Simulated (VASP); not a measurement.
**KMgF3: single point with PBE**

Crystal: KMgF3.

```
CELL_PARAMETERS angstrom
4.02102 0.00000 0.00000
0.00000 4.02102 0.00000
0.00000 0.00000 4.02102
ATOMIC_POSITIONS crystal
K 0.50000 0.50000 0.50000
Mg 0.00000 0.00000 0.00000
F 0.50000 0.00000 0.00000
F 0.00000 0.50000 0.00000
F 0.00000 0.00000 0.50000
```

```yaml
Program: VASP 6.6.1
Task: single point
Functional: PBE
Potentials_or_basis: VASP PAW PBE potentials, release 64 (K_sv, Mg, F)
Cutoff: 520 eV
k_mesh: 6 × 6 × 6
Occupations: gaussian, width 0.01 eV
Spin: no spin polarisation
```

```yaml
Pressure: 1.3 GPa
Band_gap_on_the_k_mesh: 7.11 eV, indirect (least direct gap 7.43 eV)
```

Levels at points of the mesh, in eV from the valence-band top:
```
           k point  band 13  band 14  band 15  band 16  band 17  band 18  band 19  band 20
(0.00, 0.00, 0.00)    -0.60    -0.32    -0.32    -0.32     7.11    10.04    10.04    12.17
(0.50, 0.00, 0.00)    -0.83    -0.83    -0.51    -0.51     9.95    10.18    11.05    12.69
(0.50, 0.50, 0.00)    -0.99    -0.87    -0.87    -0.02    10.76    11.57    12.38    12.38
(0.50, 0.50, 0.50)    -1.10     0.00     0.00     0.00    10.34    10.34    10.34    13.77
```

Wall time 20 s on 1 thread of Intel(R) Xeon(R) Platinum 8375C CPU @ 2.90GHz (Ice Lake), with other jobs on the host, peak memory 0.18 GiB.

A k mesh can miss the band edges. As with any semilocal functional, this PBE gap is likely too small.
